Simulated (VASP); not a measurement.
# Ta2AlN2 (P6/mmm) in VASP: a series of runs, part 3 of 3

VASP 6.6.1. Earlier steps stand in the parts before.

### Step 5. Single point, PBE, collinear spin

INCAR

```
ALGO = Normal ; EDIFF = 1E-6
ENCUT = 520 ; GGA = PE
ISIF = 2 ; ISMEAR = 0
ISPIN = 2 ; LASPH = T
LCHARG = T ; LELF = T
LMAXMIX = 4 ; LORBIT = 11
LREAL = F ; LVHAR = T
LWAVE = F ; MAGMOM = 1 1 0 0 0
NBANDS = 30 ; NELM = 150
PREC = Accurate ; SIGMA = 0.1
```

KPOINTS

```
k-points
0
Gamma
  6 6 4
```

POSCAR

```
Ta2AlN2
1.0
    3.9283463400      0.0000000000      0.0000000000
   -1.9641731700      3.4020477200      0.0000000000
    0.0000000000      0.0000000000      5.8418157400
Ta Al N
2 1 2
Direct
    0.3333333300      0.6666666700      0.5000000000
    0.6666666700      0.3333333300      0.5000000000
    0.0000000000      0.0000000000      0.0000000000
    0.3333333300      0.6666666700      0.0000000000
    0.6666666700      0.3333333300      0.0000000000
```

Potentials or basis: VASP PAW PBE potentials, release 64 (Ta_pv, Al, N).

On the command line:

```sh
cat potpaw_PBE.64/Ta_pv/POTCAR potpaw_PBE.64/Al/POTCAR potpaw_PBE.64/N/POTCAR > POTCAR
mpirun -np 1 vasp_std > vasp.out
```

OUTCAR:

```text
EDIFF = 1E-6
   ENCUT = 520
   GGA = PE
   ISIF = 2
   ISMEAR = 0
   ISPIN = 2
   LASPH = T
   LORBIT = 11
   LREAL = F
   NELM = 150
   PREC = Accurate

 ion  position               nearest neighbor table
   1  0.333  0.667  0.500-   2 2.27   2 2.27   2 2.27
   2  0.667  0.333  0.500-   1 2.27   1 2.27   1 2.27
   3  0.000  0.000  0.000-   4 2.27   5 2.27   4 2.27   5 2.27   5 2.27   4 2.27
   4  0.333  0.667  0.000-   3 2.27   3 2.27   3 2.27
   5  0.667  0.333  0.000-   3 2.27   3 2.27   3 2.27

  LATTYP: Found a hexagonal cell.
 ALAT       =     3.9283463400
 C/A-ratio  =     1.4870928463

  Lattice vectors:

 A1 = (   3.9283463400,   0.0000000000,   0.0000000000)
 A2 = (  -1.9641731700,   3.4020477200,   0.0000000000)
 A3 = (   0.0000000000,   0.0000000000,   5.8418157400)
[... 1550 lines left out ...]

  FORCE on cell =-STRESS in cart. coord.  units (eV):
  Direction    XX          YY          ZZ          XY          YZ          ZX
  --------------------------------------------------------------------------------------
  -------------------------------------------------------------------------------------
  Total       14.6307690     14.6307689    -15.3626513      0.0000000      0.0000000      0.0000000
  in kB      300.2477139    300.2477130   -315.2671558      0.0000000      0.0000000      0.0000000
  external PRESSURE =      95.0760904 kB  Pullay stress =       0.0000000 kB

 VOLUME and BASIS-vectors are now :
 -----------------------------------------------------------------------------
  energy-cutoff  :      520.00
  volume of cell :       78.07
      direct lattice vectors                 reciprocal lattice vectors
     3.928346340  0.000000000  0.000000000     0.254560040  0.146970308  0.000000000
    -1.964173170  3.402047720  0.000000000     0.000000000  0.293940615  0.000000000
     0.000000000  0.000000000  5.841815740     0.000000000  0.000000000  0.171179654

 POSITION                                       TOTAL-FORCE (eV/Angst)
 -----------------------------------------------------------------------------------
     -0.00000      2.26803      2.92091         0.000000      0.000000      0.000000
      1.96417      1.13402      2.92091        -0.000000      0.000000      0.000000
      0.00000      0.00000      0.00000        -0.000000      0.000000      0.000000
     -0.00000      2.26803      0.00000        -0.000000      0.000000      0.000000
      1.96417      1.13402      0.00000         0.000000     -0.000000      0.000000
 -----------------------------------------------------------------------------------
    total drift:                               -0.000000      0.000000      0.000000

  FREE ENERGIE OF THE ION-ELECTRON SYSTEM (eV)
  ---------------------------------------------------
  free  energy   TOTEN  =       -32.4008377180 eV

  energy  without entropy=      -32.3772290096  energy(sigma->0) =      -32.38903336

 total charge

# of ion       s       p       d       tot
------------------------------------------
    1        0.447   6.046   3.003   9.496
    2        0.447   6.046   3.003   9.496
    3        0.357   0.246   0.000   0.602
    4        1.353   2.086   0.000   3.439
    5        1.353   2.086   0.000   3.439
--------------------------------------------------
tot          3.956  16.510   6.006  26.471

 magnetization (x)

# of ion       s       p       d       tot
------------------------------------------
    1        0.000   0.000   0.000   0.000
    2        0.000   0.000   0.000   0.000
    3       -0.000  -0.000   0.000  -0.000
    4        0.000   0.000   0.000   0.000
    5        0.000   0.000   0.000   0.000
--------------------------------------------------
tot          0.000   0.000   0.001   0.001
```

OSZICAR:

```text
N       E                     dE             d eps       ncg     rms          rms(c)
DAV:   1     0.278524211543E+03    0.27852E+03   -0.17545E+04  2544   0.109E+03
DAV:   2    -0.201112468797E+02   -0.29864E+03   -0.28420E+03  3028   0.325E+02
DAV:   3    -0.342446709160E+02   -0.14133E+02   -0.13617E+02  3002   0.671E+01
DAV:   4    -0.344379257073E+02   -0.19325E+00   -0.19231E+00  2958   0.830E+00
DAV:   5    -0.344409258920E+02   -0.30002E-02   -0.29997E-02  2962   0.102E+00    0.229E+01
DAV:   6    -0.363990329937E+02   -0.19581E+01   -0.20818E+01  3266   0.160E+01    0.178E+01
DAV:   7    -0.325110515798E+02    0.38880E+01   -0.18924E+01  3314   0.119E+01    0.110E+01
DAV:   8    -0.324343353876E+02    0.76716E-01   -0.10598E+00  2882   0.504E+00    0.311E+00
DAV:   9    -0.324031075670E+02    0.31228E-01   -0.93099E-02  2988   0.142E+00    0.129E+00
DAV:  10    -0.324014138740E+02    0.16937E-02   -0.80378E-03  2976   0.428E-01    0.458E-01
DAV:  11    -0.324008505588E+02    0.56332E-03   -0.11180E-03  2964   0.162E-01    0.217E-01
DAV:  12    -0.324008513459E+02   -0.78710E-06   -0.41733E-04  2986   0.105E-01    0.555E-02
DAV:  13    -0.324008365915E+02    0.14754E-04   -0.49922E-05  3080   0.395E-02    0.218E-02
DAV:  14    -0.324008384384E+02   -0.18469E-05   -0.13897E-05  2896   0.172E-02    0.774E-03
DAV:  15    -0.324008377180E+02    0.72040E-06   -0.41839E-07  1710   0.406E-03
   1 F= -.32400838E+02 E0= -.32389033E+02  d E =-.236087E-01  mag=     0.0012
```

stdout:

```text
POSCAR found type information on POSCAR TaAlN
 POSCAR found :  3 types and       5 ions
 scaLAPACK will be used
 LDA part: xc-table for (Slater+PW92), standard interpolation
 POSCAR, INCAR and KPOINTS ok, starting setup
 FFT: planning ... GRIDC
 FFT: planning ... GRID_SOFT
 FFT: planning ... GRID
 WAVECAR not read
 entering main loop
```

Run time: 50 s. Hardware: 1 thread of AMD EPYC 9R45 (Zen 5), shared host; peak memory 0.24 GiB.

What came out:

* Free energy: -32.4008 eV
* Pressure: 9.5 GPa
* Net moment: 0.00 μB per cell
* Valence electrons inside the program's atomic spheres: Ta 9.50; Al 0.60; N 3.44

Caveat: the cell stands under pressure; spin-orbit coupling is left out, which moves the levels of the heavy elements.

### Step 6. Relaxation of cell and atoms, PBE

This run uses another cell than the first one, of 15.43 Å³/atom.

INCAR

```
PREC = Accurate ; ENCUT = 600
EDIFF = 1E-7 ; ISMEAR = 0
SIGMA = 0.1 ; LREAL = F
LASPH = T ; NELM = 60
ALGO = Normal ; ISIF = 3
LWAVE = F ; LCHARG = F
GGA = PE ; IBRION = 2
NSW = 100 ; EDIFFG = -0.01
```

KPOINTS

```
Automatic mesh
0
Gamma
  12 12 10
```

POSCAR

```
Ta2AlN2
1.0
    4.7236345654      0.0000000000      0.0000000000
   -2.3618172827      4.0907875318      0.0000000000
    0.0000000000      0.0000000000      3.9920088403
Ta Al N
2 1 2
Direct
    0.3333333333      0.6666666667      0.5000000000
    0.6666666667      0.3333333333      0.5000000000
    0.0000000000      0.0000000000      0.0000000000
    0.3333333333      0.6666666667      0.0000000000
    0.6666666667      0.3333333333      0.0000000000
```

Potentials or basis: VASP PAW PBE potentials, release 64 (Ta_pv, Al, N).

On the command line:

```sh
cat potpaw_PBE.64/Ta_pv/POTCAR potpaw_PBE.64/Al/POTCAR potpaw_PBE.64/N/POTCAR > POTCAR
mpirun -np 1 vasp_std > vasp.out
```

Run time: 4.9 min. Hardware: 1 thread of AMD EPYC 9R45 (Zen 5), shared host; peak memory 0.36 GiB.

Results (log left out):

```yaml
Free_energy: -41.0881 eV
Relaxed_volume: 15.48 Å³/atom
Relaxed_cell: a = 4.729 Å, b = 4.729 Å, c = 3.997 Å, α = 90.00°, β = 90.00°, γ = 120.00°
Space_group_after_relaxing_to_0.1_Å: P6/mmm (No. 191)
Energy_gained_by_relaxing: 0.1 meV/atom
Ionic_steps: 4
Pressure_after_relaxing: 0.0 GPa
Band_gap_on_the_k_mesh: zero (an odd number of electrons rules out a gap without spin polarisation)
```

Stress tensor (GPa, compression positive):
```
 0.06  0.00  0.00
 0.00  0.06  0.00
 0.00  0.00 -0.03
```

The path:
| step | energy change (eV) | largest force (eV/Å) | pressure (GPa) | volume (Å³) |
| --- | --- | --- | --- | --- |
| 1 | 0.0000 | 0.0000 | 0.61 | 77.14 |
| 2 | 0.0026 | 0.0000 | -1.24 | 77.79 |
| 3 | -0.0005 | 0.0000 | 0.08 | 77.32 |
| 4 | -0.0006 | 0.0000 | 0.03 | 77.42 |

Final structure:
```
Ta Al N
1.0
     4.72914    0.00000    0.00000
    -2.36457    4.09556    0.00000
     0.00000    0.00000    3.99712
Ta Al N
2 1 2
Direct
  0.33333 0.66667 0.50000
  0.66667 0.33333 0.50000
  0.00000 0.00000 0.00000
  0.33333 0.66667 0.00000
  0.66667 0.33333 0.00000
```

Levels at points of the mesh, in eV from the Fermi level:
| k point | band 14 | band 15 | band 16 | band 17 | band 18 | band 19 | band 20 | band 21 |
| --- | --- | --- | --- | --- | --- | --- | --- | --- |
| (0.00, 0.00, 0.00) | -1.96 | -0.47 | 0.07 | 0.07 | 0.54 | 1.08 | 1.08 | 1.20 |
| (0.50, 0.00, 0.00) | -1.49 | -0.98 | -0.50 | -0.35 | -0.30 | 0.10 | 0.15 | 2.41 |
| (0.00, 0.00, 0.50) | -2.90 | -2.90 | -2.30 | -0.13 | -0.13 | 0.81 | 0.81 | 3.99 |
| (0.50, 0.00, 0.50) | -2.60 | -2.10 | -1.51 | -1.01 | -0.75 | 0.27 | 3.44 | 3.80 |

Caveat: spin-orbit coupling is left out, which moves the levels of the heavy elements.

### Step 7. Summary

| task | spin | cell | k mesh | cutoff (eV) | gap on the mesh (eV) | pressure (GPa) | moment (μB) | relaxed volume (Å³/atom) |
| --- | --- | --- | --- | --- | --- | --- | --- | --- |
| relaxation of cell and atoms | off | relaxed from a = 3.928, b = 3.928, c = 5.842 Å, angles 90.0, 90.0, 120.0°, 5 atoms | 6 × 6 × 4 | 600 | none | 0.0 | - | 15.36 |
| single point | off | a = 4.735, b = 4.735, c = 3.992 Å, angles 90.0, 90.0, 120.0°, 5 atoms | 12 × 12 × 10 | 520 | none | 0.3 | - | - |
| single point | collinear | a = 4.724, b = 4.724, c = 3.992 Å, angles 90.0, 90.0, 120.0°, 5 atoms | 6 × 6 × 4 | 520 | none | 0.4 | 0.00 | - |
| single point | collinear | a = 3.928, b = 3.928, c = 5.842 Å, angles 90.0, 90.0, 120.0°, 5 atoms | 6 × 6 × 4 | 520 | none | 9.5 | 0.00 | - |
| relaxation of cell and atoms | off | relaxed from a = 4.724, b = 4.724, c = 3.992 Å, angles 90.0, 90.0, 120.0°, 5 atoms | 12 × 12 × 10 | 600 | none | 0.0 | - | 15.48 |

Alike in all rows: level PBE; potentials or basis VASP PAW PBE potentials, release 64 (Ta_pv, Al, N); smearing gaussian 0.1 eV.

Caveats: some runs use coarse meshes; spin-orbit coupling is left out, which moves the levels of the heavy elements; a cell axis changed by over 15 % at a fixed basis, so the end point is rough (at least some runs); the cell stands under pressure (at least some runs).

Total energies depend on the potentials used, so only differences within one code and one set of settings carry meaning.
